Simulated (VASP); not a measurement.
# TaN (P-6m2) in VASP: single point with LDA

Aim: the single point of TaN with LDA.

Program: VASP 6.6.1. These are calculated values, not measurements. Logs are shortened: lines on timing, memory, paths and dates and some standing lists are left out, and cuts for length are marked.

### Step 1. The cell of the first run

Symmetry: P-6m2, No. 187, hexagonal system. The conventional cell has a = 2.938 Å, b = 2.938 Å, c = 2.883 Å, α = 90.00°, β = 90.00°, γ = 120.00°. Within 3.0 Å of Ta (site symmetry -6m2) lie 6 N at 2.23 Å and 8 Ta at 2.88 to 2.94 Å. Within 3.0 Å of N (site symmetry -6m2) lie 6 Ta at 2.23 Å and 8 N at 2.88 to 2.94 Å.

### Step 2. Single point, LDA

File INCAR:

```
SYSTEM = TaN
  ALGO = Normal
  EDIFF = 1E-6
  ENCUT = 700
  GGA = CA
  GGA_COMPAT = .FALSE.
  ISIF = 2
  ISMEAR = -1
  LASPH = .TRUE.
  LCHARG = .FALSE.
  LREAL = .FALSE.
  LWAVE = .FALSE.
  NBANDS = 16
  NELM = 120
  PREC = Accurate
  SIGMA = 0.1
```

File KPOINTS:

```
k-points
0
G
  5 5 4
  0 0 0
```

File POSCAR:

```
TaN
1.0
    2.9380000000      0.0000000000      0.0000000000
   -1.4690000000      2.5443826400      0.0000000000
    0.0000000000      0.0000000000      2.8830000000
Ta N
1 1
Direct
    0.3333333333      0.6666666667      0.5000000000
    0.0000000000      0.0000000000      0.0000000000
```

Potentials or basis: VASP PAW LDA potentials, release 64 (Ta_sv_GW, N).

Launch:

```console
$ cat potpaw_LDA.64/Ta_sv_GW/POTCAR potpaw_LDA.64/N/POTCAR > POTCAR
$ mpirun -np 1 vasp_std > vasp.out
```

OUTCAR:

```text
SYSTEM = TaN
   EDIFF = 1E-6
   ENCUT = 700
   GGA = CA
   ISIF = 2
   ISMEAR = -1
   LASPH = .TRUE.
   LREAL = .FALSE.
   NELM = 120
   PREC = Accurate

 ion  position               nearest neighbor table
   1  0.333  0.667  0.500-   2 2.23   2 2.23   2 2.23   2 2.23   2 2.23   2 2.23
   2  0.000  0.000  0.000-   1 2.23   1 2.23   1 2.23   1 2.23   1 2.23   1 2.23

  LATTYP: Found a hexagonal cell.
 ALAT       =     2.9380000000
 C/A-ratio  =     0.9812797822

  Lattice vectors:

 A1 = (   2.9380000000,   0.0000000000,   0.0000000000)
 A2 = (  -1.4690000000,   2.5443826400,   0.0000000000)
 A3 = (   0.0000000000,   0.0000000000,   2.8830000000)

Analysis of symmetry for initial positions (statically):
=====================================================================
 Subroutine PRICEL returns:
 Original cell was already a primitive cell.

 Routine SETGRP: Setting up the symmetry group for a
 hexagonal supercell.

 Subroutine GETGRP returns: Found 12 space group operations
 (whereof 12 operations were pure point group operations)
 out of a pool of 24 trial point group operations.

The static configuration has the point symmetry D_3h.

Analysis of symmetry for dynamics (positions and initial velocities):
=====================================================================
 Subroutine PRICEL returns:
 Original cell was already a primitive cell.

 Routine SETGRP: Setting up the symmetry group for a
 hexagonal supercell.

 Subroutine GETGRP returns: Found 12 space group operations
 (whereof 12 operations were pure point group operations)
 out of a pool of 24 trial point group operations.

The dynamic configuration has the point symmetry D_3h.

 Subroutine INISYM returns: Found 12 space group operations
 (whereof 12 operations are pure point group operations),
 and found     1 'primitive' translations

----------------------------------------------------------------------------------------

                                     Primitive cell

  volume of cell :      21.5516

  direct lattice vectors                    reciprocal lattice vectors
     2.938000000  0.000000000  0.000000000     0.340367597  0.196511323  0.000000000
    -1.469000000  2.544382640  0.000000000     0.000000000  0.393022647  0.000000000
     0.000000000  0.000000000  2.883000000     0.000000000  0.000000000  0.346860909

  length of vectors
     2.938000000  2.938000003  2.883000000     0.393022647  0.393022647  0.346860909

  position of ions in fractional coordinates (direct lattice)
     0.333333333  0.666666667  0.500000000
     0.000000000  0.000000000  0.000000000

  ion indices of the primitive-cell ions
   primitive index   ion index
                 1           1
                 2           2

----------------------------------------------------------------------------------------

 KPOINTS: k-points

Automatic generation of k-mesh.
 Grid dimensions read from file:
 generate k-points for:    5    5    4

 Generating k-lattice:

  Cartesian coordinates                     Fractional coordinates (reciprocal lattice)
     0.068073519  0.039302265  0.000000000     0.200000000  0.000000000  0.000000000
     0.000000000  0.078604529  0.000000000     0.000000000  0.200000000  0.000000000
     0.000000000  0.000000000  0.086715227     0.000000000  0.000000000  0.250000000

  Length of vectors
     0.078604529  0.078604529  0.086715227

  Shift w.r.t. Gamma in fractional coordinates (k-lattice)
     0.000000000  0.000000000  0.000000000

 Subroutine IBZKPT returns following result:
 ===========================================

 Found     15 irreducible k-points:

 Following reciprocal coordinates:
            Coordinates               Weight
  0.000000  0.000000  0.000000      1.000000
  0.200000 -0.000000  0.000000      6.000000
  0.400000 -0.000000  0.000000      6.000000
  0.200000  0.200000  0.000000      6.000000
  0.400000  0.200000  0.000000      6.000000
  0.000000  0.000000  0.250000      2.000000
  0.200000 -0.000000  0.250000     12.000000
  0.400000 -0.000000  0.250000     12.000000
  0.200000  0.200000  0.250000     12.000000
  0.400000  0.200000  0.250000     12.000000
  0.000000  0.000000  0.500000      1.000000
  0.200000 -0.000000  0.500000      6.000000
  0.400000 -0.000000  0.500000      6.000000
  0.200000  0.200000  0.500000      6.000000
  0.400000  0.200000  0.500000      6.000000
   k-points           NKPTS =     15   k-points in BZ     NKDIM =     15   number of bands    NBANDS=     16
   number of dos      NEDOS =    301   number of ions     NIONS =      2
   total plane-waves  NPLWV =  21952
   dimension x,y,z NGX =    28 NGY =   28 NGZ =   28
   dimension x,y,z NGXF=    56 NGYF=   56 NGZF=   56
   ions per type =               1   1
   NGX,Y,Z   is equivalent  to a cutoff of  15.84, 15.84, 16.15 a.u.
   NGXF,Y,Z  is equivalent  to a cutoff of  31.69, 31.69, 32.29 a.u.
 SYSTEM =  TaN
   PREC   = accura    normal or accurate (medium, high low for compatibility)
   ISTART =      0    job   : 0-new  1-cont  2-samecut
   ICHARG =      2    charge: 1-file 2-atom 10-const
   ISPIN  =      1    spin polarized calculation?
   LNONCOLLINEAR =      F non collinear calculations
   LSORBIT =      F    spin-orbit coupling
   LASPH  =      T    aspherical Exc in radial PAW
   ENCUT  =  700.0 eV  51.45 Ry    7.17 a.u.   6.34  6.34  6.22*2*pi/ulx,y,z
   NELM   =    120;   NELMIN=  2; NELMDL= -5     # of ELM steps
   EDIFF  = 0.1E-05   stopping-criterion for ELM
   LREAL  =      F    real-space projection
[... 7 lines left out ...]
   TEBEG  =    0.0;   TEEND  =   0.0 temperature during run
   PSTRESS=    0.0 pullay stress
   NELECT =      18.0000    total number of electrons
   NUPDOWN=      -1.0000    fix difference up-down
   EMIN   =  10.00;   EMAX   =-10.00  energy-range for DOS
   EFERMI =   0.00;   METHOD = LEGACY
   ISMEAR =    -1;   SIGMA  =   0.10  broadening in eV -4-tet -1-fermi 0-gaus
   EFERMI_NEDOS =   21; number of points for ismear=-14 and -15
   IALGO  =     38    algorithm
   IMIX   =      4    mixing-type and parameters
     AMIX     =   0.40;   BMIX     =  1.00
     AMIX_MAG =   1.60;   BMIX_MAG =  1.00
  volume/ion in A,a.u.               =      10.78        72.72
  Fermi-wavevector in a.u.,A,eV,Ry     =   1.541722  2.913432 32.339776  2.376906
  Thomas-Fermi vector in A             =   2.647628
   LORBIT       =      0    0 simple, 1 ext, 2 COOP (PROOUT), +10 PAW based schemes
   GGA     = CA    functional components
   LHFCALC =     F    Hartree Fock is set to
   AEXX    =    0.0000 exact exchange contribution
   IVDW    =     0    specifies the selected vdW correction
   LEPSILON=     F    determine dielectric tensor
   LRPA    =     F    only Hartree local field effects (RPA)
 non-spin polarized calculation
  energy-cutoff  :      700.00
  volume of cell :       21.55
 maximum number of plane-waves:       916
 NGX is ok and might be reduce to    28
   NGX = 13   NGY = 13   NGZ = 13

 number of electron      17.9999999 magnetization

 Free energy of the ion-electron system (eV)
  ---------------------------------------------------
  ext. energy  EPLUGINS =         0.00000000
  ---------------------------------------------------
  free energy    TOTEN  =       -27.19410170 eV

  energy without entropy =      -27.18918696  energy(sigma->0) =      -27.19164433

 E-fermi :  12.0619     XC(G=0): -13.9757

 val. band max:       12.0091986692   @ k =   0.0000   0.0000   0.5000
 cond. band min:      12.8867796132   @ k =   0.0000   0.0000   0.2500
 fundamental gap:      0.8775809440
 Fermi energy:        12.0619395075

 k-point     1 :       0.0000    0.0000    0.0000
  band No.  band energies     occupation
      1     -55.9765      2.00000
      2     -22.4822      2.00000
      3     -22.2362      2.00000
      4     -22.2362      2.00000
      5      -5.3803      2.00000
      6       7.5877      2.00000
[... 8 lines left out ...]
     15      25.0871      0.00000
     16      28.2814      0.00000

 k-point     2 :       0.2000   -0.0000    0.0000
  band No.  band energies     occupation
      1     -55.9495      2.00000
      2     -22.6194      2.00000
      3     -22.4320      2.00000
      4     -22.3196      2.00000
      5      -4.6220      2.00000
      6       5.8988      2.00000
[... 8 lines left out ...]
     15      25.0907      0.00000
     16      29.2939      0.00000

 k-point     3 :       0.4000   -0.0000    0.0000
  band No.  band energies     occupation
      1     -55.9056      2.00000
      2     -23.1940      2.00000
      3     -22.4514      2.00000
      4     -22.3497      2.00000
      5      -3.2980      2.00000
      6       4.1549      2.00000
[... 8 lines left out ...]
     15      24.7916      0.00000
     16      27.6809      0.00000

 k-point     4 :       0.2000    0.2000    0.0000
  band No.  band energies     occupation
      1     -55.9140      2.00000
      2     -22.9947      2.00000
      3     -22.5294      2.00000
      4     -22.3656      2.00000
      5      -3.5491      2.00000
      6       4.7187      2.00000
[... 8 lines left out ...]
     15      25.7764      0.00000
     16      28.0129      0.00000
[... 153 lines left out ...]
 k-point    13 :       0.4000   -0.0000    0.5000
  band No.  band energies     occupation
      1     -55.8559      2.00000
      2     -23.1808      2.00000
      3     -23.0280      2.00000
      4     -22.3525      2.00000
      5      -3.3074      2.00000
      6       4.8091      2.00000
[... 8 lines left out ...]
     15      24.5638      0.00000
     16      26.6565      0.00000

 k-point    14 :       0.2000    0.2000    0.5000
  band No.  band energies     occupation
      1     -55.8641      2.00000
      2     -23.2102      2.00000
      3     -22.8440      2.00000
      4     -22.4233      2.00000
      5      -3.1962      2.00000
      6       4.9751      2.00000
[... 8 lines left out ...]
     15      24.7810      0.00000
     16      26.2799      0.00000

 k-point    15 :       0.4000    0.2000    0.5000
  band No.  band energies     occupation
      1     -55.8426      2.00000
      2     -23.1339      2.00000
      3     -23.0034      2.00000
      4     -22.5884      2.00000
      5      -3.3264      2.00000
      6       4.3538      2.00000
[... 8 lines left out ...]
     15      23.7708      0.00000
     16      24.6568      0.00000

------------------------ aborting loop because EDIFF is reached ----------------------------------------

  FORCE on cell =-STRESS in cart. coord.  units (eV):
  Direction    XX          YY          ZZ          XY          YZ          ZX
  --------------------------------------------------------------------------------------
  -------------------------------------------------------------------------------------
  Total       -1.4756238     -1.4756238     -1.2433920      0.0000000      0.0000000     -0.0000000
  in kB     -109.7001872   -109.7001875    -92.4357155      0.0000000      0.0000000     -0.0000000
  external PRESSURE =    -103.9453634 kB  Pullay stress =       0.0000000 kB

 VOLUME and BASIS-vectors are now :
 -----------------------------------------------------------------------------
  energy-cutoff  :      700.00
  volume of cell :       21.55
      direct lattice vectors                 reciprocal lattice vectors
     2.938000000  0.000000000  0.000000000     0.340367597  0.196511323  0.000000000
    -1.469000000  2.544382640  0.000000000     0.000000000  0.393022647  0.000000000
     0.000000000  0.000000000  2.883000000     0.000000000  0.000000000  0.346860909

 POSITION                                       TOTAL-FORCE (eV/Angst)
 -----------------------------------------------------------------------------------
     -0.00000      1.69626      1.44150         0.000000      0.000000      0.000000
      0.00000      0.00000      0.00000        -0.000000      0.000000      0.000000
 -----------------------------------------------------------------------------------
    total drift:                                0.000000     -0.000000     -0.000000

  FREE ENERGIE OF THE ION-ELECTRON SYSTEM (eV)
  ---------------------------------------------------
  free  energy   TOTEN  =       -27.1941016966 eV

  energy  without entropy=      -27.1891869606  energy(sigma->0) =      -27.19164433
```

It took 5.7 s on 1 thread of Intel Xeon Platinum 8488C (Sapphire Rapids), shared host; peak memory 0.15 GiB.

Results:

```
Free energy            : -27.1941 eV
Pressure               : -10.4 GPa
Band gap on the k mesh : zero (filled and empty bands touch)
```

Caveat: the k points lie up to 0.54 Å⁻¹ apart; spin-orbit coupling is left out, which moves the levels of the heavy elements.

The gap in the log of VASP goes by the Fermi energy; the results here count the filled bands.